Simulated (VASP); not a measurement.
# F (P6_3/mmc) in VASP: notebook, part 2 of 2

VASP 6.6.1. Earlier steps stand in the parts before.

## 3. Relaxation of cell and atoms, PBE, target pressure 53 GPa, at which the enthalpy is minimised

File INCAR:

```
  PREC = Accurate
  ENCUT = 600
  EDIFF = 1E-6
  ISMEAR = -1
  SIGMA = 0.08
  LREAL = F
  LASPH = T
  NELM = 60
  ALGO = Normal
  ISIF = 3
  LWAVE = F
  LCHARG = F
  GGA = PE
  IBRION = 2
  NSW = 32
  EDIFFG = -0.005
  PSTRESS = 530.0
```

File KPOINTS:

```
regular mesh
0
Gamma
  19 19 10
```

File POSCAR:

```
F
1.0
    2.3905836837      0.0000000000      0.0000000000
   -1.1952918418      2.0703061999      0.0000000000
    0.0000000000      0.0000000000      2.8791175469
F
2
Direct
    0.3333333333      0.6666666667      0.2500000000
    0.6666666667      0.3333333333      0.7500000000
```

Potentials or basis: VASP PAW PBE potentials, release 64 (F).

Launch:

```bash
$ cat potpaw_PBE.64/F/POTCAR > POTCAR
$ mpirun -np 1 vasp_std > vasp.out
```

OUTCAR:

```text
PREC = Accurate
   ENCUT = 600
   EDIFF = 1E-6
   ISMEAR = -1
   LREAL = F
   LASPH = T
   NELM = 60
   ISIF = 3
   GGA = PE
   IBRION = 2
   NSW = 32
   EDIFFG = -0.005
   PSTRESS = 530.0

 ion  position               nearest neighbor table
   1  0.333  0.667  0.250-
   2  0.667  0.333  0.750-

  LATTYP: Found a hexagonal cell.
 ALAT       =     2.3905836837
 C/A-ratio  =     1.2043575661

  Lattice vectors:

 A1 = (   2.3905836837,   0.0000000000,   0.0000000000)
 A2 = (  -1.1952918418,   2.0703061999,   0.0000000000)
 A3 = (   0.0000000000,   0.0000000000,   2.8791175469)

Analysis of symmetry for initial positions (statically):
=====================================================================
 Subroutine PRICEL returns:
 Original cell was already a primitive cell.

 Routine SETGRP: Setting up the symmetry group for a
 hexagonal supercell.

 Subroutine GETGRP returns: Found 24 space group operations
 (whereof 12 operations were pure point group operations)
 out of a pool of 24 trial point group operations.

The static configuration has the point symmetry D_3d.
 The point group associated with its full space group is D_6h.

Analysis of symmetry for dynamics (positions and initial velocities):
=====================================================================
 Subroutine PRICEL returns:
 Original cell was already a primitive cell.

 Routine SETGRP: Setting up the symmetry group for a
 hexagonal supercell.

 Subroutine GETGRP returns: Found 24 space group operations
 (whereof 12 operations were pure point group operations)
 out of a pool of 24 trial point group operations.

The dynamic configuration has the point symmetry D_3d.
 The point group associated with its full space group is D_6h.

 Subroutine INISYM returns: Found 24 space group operations
 (whereof 12 operations are pure point group operations),
 and found     1 'primitive' translations

----------------------------------------------------------------------------------------

                                     Primitive cell

  volume of cell :      14.2494

  direct lattice vectors                    reciprocal lattice vectors
     2.390583684  0.000000000  0.000000000     0.418307883  0.241510169  0.000000000
    -1.195291842  2.070306200  0.000000000     0.000000000  0.483020338  0.000000000
     0.000000000  0.000000000  2.879117547     0.000000000  0.000000000  0.347328646

  length of vectors
     2.390583684  2.390583684  2.879117547     0.483020338  0.483020338  0.347328646

  position of ions in fractional coordinates (direct lattice)
     0.333333333  0.666666667  0.250000000
     0.666666667  0.333333333  0.750000000

  ion indices of the primitive-cell ions
   primitive index   ion index
                 1           1
                 2           2

----------------------------------------------------------------------------------------

 KPOINTS: regular mesh

Automatic generation of k-mesh.
 Grid dimensions read from file:
 generate k-points for:   19   19   10

 Generating k-lattice:

[... 48 lines left out ...]
   ions per type =               2
   NGX,Y,Z   is equivalent  to a cutoff of  13.91, 13.91, 13.86 a.u.
   NGXF,Y,Z  is equivalent  to a cutoff of  27.82, 27.82, 27.72 a.u.
 SYSTEM =  unknown system
   PREC   = accura    normal or accurate (medium, high low for compatibility)
   ISTART =      0    job   : 0-new  1-cont  2-samecut
   ICHARG =      2    charge: 1-file 2-atom 10-const
   ISPIN  =      1    spin polarized calculation?
   LNONCOLLINEAR =      F non collinear calculations
   LSORBIT =      F    spin-orbit coupling
   LASPH  =      T    aspherical Exc in radial PAW
   ENCUT  =  600.0 eV  44.10 Ry    6.64 a.u.   4.77  4.77  5.75*2*pi/ulx,y,z
   NELM   =     60;   NELMIN=  2; NELMDL= -5     # of ELM steps
   EDIFF  = 0.1E-05   stopping-criterion for ELM
   LREAL  =      F    real-space projection
   EDIFFG = -.5E-02   stopping-criterion for IOM
   NSW    =     32    number of steps for IOM
   IBRION =      2    ionic relax: 0-MD 1-quasi-New 2-CG
   NFREE  =      1    steps in history (QN), initial steepest desc. (CG)
   ISIF   =      3    stress and relaxation
   ISYM   =      2    0-nonsym 1-usesym 2-fastsym
   POTIM  = 0.5000    time-step for ionic-motion
   TEBEG  =    0.0;   TEEND  =   0.0 temperature during run
   PSTRESS=  530.0 pullay stress
   NELECT =      14.0000    total number of electrons
   NUPDOWN=      -1.0000    fix difference up-down
   EMIN   =  10.00;   EMAX   =-10.00  energy-range for DOS
   EFERMI =   0.00;   METHOD = LEGACY
   ISMEAR =    -1;   SIGMA  =   0.08  broadening in eV -4-tet -1-fermi 0-gaus
   EFERMI_NEDOS =   21; number of points for ismear=-14 and -15
   IALGO  =     38    algorithm
   IMIX   =      4    mixing-type and parameters
     AMIX     =   0.40;   BMIX     =  1.00
     AMIX_MAG =   1.60;   BMIX_MAG =  1.00
  volume/ion in A,a.u.               =       7.12        48.08
  Fermi-wavevector in a.u.,A,eV,Ry     =   1.627490  3.075509 36.038052  2.648722
  Thomas-Fermi vector in A             =   2.720276
   LORBIT       =      0    0 simple, 1 ext, 2 COOP (PROOUT), +10 PAW based schemes
   GGA     = PE    functional components
   LHFCALC =     F    Hartree Fock is set to
   AEXX    =    0.0000 exact exchange contribution
   IVDW    =     0    specifies the selected vdW correction
   LEPSILON=     F    determine dielectric tensor
   LRPA    =     F    only Hartree local field effects (RPA)
 conjugate gradient relaxation of ions
 non-spin polarized calculation
  energy-cutoff  :      600.00
  volume of cell :       14.25
 maximum number of plane-waves:       486
 NGX is ok and might be reduce to    20
   NGX =  9   NGY =  9   NGZ = 11

--------------------------------------- Ionic step        1  -------------------------------------------

 number of electron      14.0000000 magnetization

 Free energy of the ion-electron system (eV)
  ---------------------------------------------------
  ext. energy  EPLUGINS =         0.00000000
  ---------------------------------------------------
  free energy    TOTEN  =        -1.17217157 eV

  energy without entropy =       -1.11778543  energy(sigma->0) =       -1.14497850

------------------------ aborting loop because EDIFF is reached ----------------------------------------

  FORCE on cell =-STRESS in cart. coord.  units (eV):
  Direction    XX          YY          ZZ          XY          YZ          ZX
  --------------------------------------------------------------------------------------
  -------------------------------------------------------------------------------------
  Total        4.6516484      4.6516484      4.6385490      0.0000000     -0.0000000      0.0000000
  in kB      523.0214842    523.0214841    521.5486191      0.0000000     -0.0000000      0.0000000
  external PRESSURE =      -7.4694709 kB  Pullay stress =     530.0000000 kB
[... 63 lines left out ...]
--------------------------------------- Ionic step        3  -------------------------------------------

 number of electron      14.0000000 magnetization

 Free energy of the ion-electron system (eV)
  ---------------------------------------------------
  ext. energy  EPLUGINS =         0.00000000
  ---------------------------------------------------
  free energy    TOTEN  =        -1.15992984 eV

  energy without entropy =       -1.10574233  energy(sigma->0) =       -1.13283609

 E-fermi :   0.8456     XC(G=0): -12.2901

 val. band max:        0.8452372405   @ k =   0.3684   0.1053   0.1000
 cond. band min:       0.8489804792   @ k =   0.3158   0.2105   0.2000
 fundamental gap:      0.0037432388
 Fermi energy:         0.8455811417

 k-point     1 :       0.0000    0.0000    0.0000
  band No.  band energies     occupation
      1     -24.3877      2.00000
      2     -18.5654      2.00000
      3      -5.5372      2.00000
      4      -1.1557      2.00000
      5      -1.1557      2.00000
      6       0.8575      0.92575
      7       0.8575      0.92575
      8       2.0302      0.00000
      9      17.3024      0.00000
     10      21.4080      0.00000
     11      32.0268      0.00000
[... 309 lines left out ...]
 k-point    24 :       0.3158    0.1053    0.0000
  band No.  band energies     occupation
      1     -22.2551      2.00000
      2     -19.3801      2.00000
      3      -4.2532      2.00000
      4      -3.4407      2.00000
      5      -2.6680      2.00000
      6      -1.2009      2.00000
      7       0.0666      1.99988
      8       0.9542      0.40939
      9      20.5310      0.00000
     10      24.8973      0.00000
     11      25.8507      0.00000

 [... further k-points ...]

------------------------ aborting loop because EDIFF is reached ----------------------------------------

  FORCE on cell =-STRESS in cart. coord.  units (eV):
  Direction    XX          YY          ZZ          XY          YZ          ZX
  --------------------------------------------------------------------------------------
  -------------------------------------------------------------------------------------
  Total        4.6989296      4.6989296      4.7068368      0.0000000      0.0000000      0.0000000
  in kB      529.7232126    529.7232126    530.6146202      0.0000000      0.0000000      0.0000000
  external PRESSURE =       0.0203485 kB  Pullay stress =     530.0000000 kB
[... 21 lines left out ...]
  energy  without entropy=       -1.1057423328  energy(sigma->0) =       -1.13283609

  enthalpy is  TOTEN    =         3.5414549619 eV   P V=        4.7013848043

 reached required accuracy - stopping structural energy minimisation
```

OSZICAR:

```text
N       E                     dE             d eps       ncg     rms          rms(c)
DAV:   1     0.711919915040E+02    0.71192E+02   -0.10363E+04  5454   0.147E+03
DAV:   2     0.390675766449E+00   -0.70801E+02   -0.68931E+02  6209   0.298E+02
DAV:   3    -0.124888924807E+01   -0.16396E+01   -0.16113E+01  6054   0.428E+01
[... 18 lines left out ...]
DAV:   1    -0.116042217237E+01   -0.10850E-01   -0.10299E-02  5628   0.131E+00    0.176E-01
DAV:   2    -0.115997250090E+01    0.44967E-03   -0.78008E-04  5565   0.331E-01    0.592E-02
DAV:   3    -0.115993158464E+01    0.40916E-04   -0.16034E-04  5685   0.154E-01    0.741E-03
DAV:   4    -0.115993039918E+01    0.11855E-05   -0.27199E-06  5640   0.231E-02    0.255E-03
DAV:   5    -0.115992984241E+01    0.55678E-06   -0.18976E-07  3045   0.467E-03
   3 F= 0.35414550E+01 E0= 0.35685487E+01  d E =-.873486E-04
```

CONTCAR:

```text
F
   1.00000000000000
     2.3886347344962715    0.0000000000035277    0.0000000000000000
    -1.1943173671951213    2.0686183603702286    0.0000000000000000
     0.0000000000000000   -0.0000000000000000    2.8762749153421083
  F
     2
Direct
     0.3333333332999970    0.6666666667000030    0.2500000000000000
     0.6666666667000030    0.3333333332999970    0.7500000000000000

  0.00000000E+00  0.00000000E+00  0.00000000E+00
  0.00000000E+00  0.00000000E+00  0.00000000E+00
```

Run time: 82 s. Hardware: 1 thread of Intel Xeon 8259CL, shared host; peak memory 0.15 GiB.

What came out:

* Free energy: -1.1599 eV
* Relaxed volume: 7.11 Å³/atom
* Relaxed cell: a = 2.389 Å, b = 2.389 Å, c = 2.876 Å, α = 90.00°, β = 90.00°, γ = 120.00°
* Space group after relaxing (to 0.1 Å): P6_3/mmc (No. 194)
* Energy change on relaxing (the run minimises the enthalpy): +6.1 meV/atom
* Ionic steps: 3
* Pressure after relaxing: 53.0 GPa
* Band gap on the k mesh: zero (bands 7 and 8 overlap by 1.84 eV)

Step by step:
```tsv
step	energy change (eV)	largest force (eV/Å)	pressure (GPa)	volume (Å³)
1	0.0000	0.0000	52.25	14.25
2	0.0226	0.0000	53.62	14.18
3	0.0122	0.0000	53.00	14.21
```

Final structure:
```xyz
2
Lattice="2.3886 0.0000 0.0000 -1.1943 2.0686 0.0000 0.0000 0.0000 2.8763" Properties=species:S:1:pos:R:3 pbc="T T T"
F     0.0000    1.3791    0.7191
F     1.1943    0.6895    2.1572
```

Caveat: the cell is relaxed towards a set pressure, so the run minimises the enthalpy, not the energy.
